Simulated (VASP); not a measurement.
Runs of VASP 6.6.1 on KF. The structure is that of space group Fm-3m (No. 225), or close to it. The cells are those of the table. 

| level | cell | k mesh | smearing | gap on the mesh (eV) | pressure (GPa) |
| --- | --- | --- | --- | --- | --- |
| PBE | a = 3.760, b = 3.760, c = 3.713 Å, angles 60.4, 60.4, 60.8°, 2 atoms | 4 × 4 × 4 | gaussian 0.01 eV | 6.23 | 2.0 |
| PBE | a = 3.788 Å, angles 58.2°, 2 atoms | 8 × 8 × 8 | fermi-dirac 0.02 eV | 6.33 | 2.7 |
| PBE | a = 3.751, b = 3.751, c = 3.760 Å, angles 59.9, 59.9, 60.2°, 2 atoms | 8 × 8 × 8 | fermi-dirac 0.02 eV | 6.26 | 2.2 |
| r2SCAN | a = 3.760 Å, angles 60.0°, 2 atoms | 8 × 8 × 8 | gaussian 0.01 eV | 6.91 | 0.0 |
| PBE | a = 3.873 Å, angles 60.0°, 2 atoms | 4 × 4 × 4 | gaussian 0.01 eV | 5.79 | -0.8 |
| r2SCAN | a = 3.873 Å, angles 60.0°, 2 atoms | 8 × 8 × 8 | gaussian 0.01 eV | (a) | (b) |
| PBE | a = 3.873 Å, angles 60.0°, 2 atoms | 8 × 8 × 8 | fermi-dirac 0.02 eV | 5.79 | -0.8 |
| PBE | a = 3.760 Å, angles 60.0°, 2 atoms | 4 × 4 × 4 | gaussian 0.01 eV | 6.24 | 2.0 |
| PBE | a = 3.751, b = 3.751, c = 3.760 Å, angles 59.9, 59.9, 60.2°, 2 atoms | 4 × 4 × 4 | gaussian 0.01 eV | 6.26 | 2.2 |
| PBE | a = 3.760 Å, angles 60.0°, 2 atoms | 8 × 8 × 8 | fermi-dirac 0.02 eV | 6.24 | 2.0 |
| PBE | a = 3.788 Å, angles 58.2°, 2 atoms | 4 × 4 × 4 | gaussian 0.01 eV | 6.33 | 2.7 |
| PBE | a = 3.661 Å, angles 61.8°, 2 atoms | 4 × 4 × 4 | gaussian 0.01 eV | 6.43 | 3.7 |

Alike in all rows: task single point; potentials or basis VASP PAW PBE potentials, release 64 (K_sv, F); no spin polarisation; cutoff (eV) 520.

**Question.** Fill in the values left out.

**Answer.** (a) 6.45; (b) -2.6.

Caveats: some runs use coarse meshes; the PAW data sets were made with another functional, which shifts forces and pressure a little (at least some runs).

A k mesh can miss the band edges.
